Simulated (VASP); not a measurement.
GaSb, 2 atoms in the cell. It takes space group F-43m (No. 216, cubic). Conventional cell: a = 6.077 Å, b = 6.077 Å, c = 6.077 Å, α = 90.00°, β = 90.00°, γ = 90.00°. Sb (site symmetry -43m) has 4 Ga at 2.63 Å within 3.5 Å. Ga (site symmetry -43m) has 4 Sb at 2.63 Å within 3.5 Å. 

- Program: VASP 6.6.1
- Task: single point
- Functional: revPBE
- Potentials or basis: VASP PAW PBE potentials, release 64 (Sb, Ga_d)
- Cutoff: 520 eV
- k mesh: 8 × 8 × 8
- Occupations: fermi-dirac, width 0.05 eV
- Spin: no spin polarisation
- Dipole correction: no
- Further INCAR settings: ALGO = Normal; EDIFF = 1e-06; NBANDS = 16

Potentials or basis: VASP PAW PBE potentials, release 64 (Sb, Ga_d).

The run is started by

```console
$ cat potpaw_PBE.64/Sb/POTCAR potpaw_PBE.64/Ga_d/POTCAR > POTCAR
$ mpirun -np 1 vasp_std > vasp.out
```

Hardware: 1 thread of Intel(R) Xeon(R) 6975P-C (Granite Rapids), with other jobs on the host.

Q: Estimate the wall time of this run.

A: Wall time 11 s on 1 thread of Intel(R) Xeon(R) 6975P-C (Granite Rapids), with other jobs on the host, peak memory 0.18 GiB. Counts: scf iterations 13, k points 29.
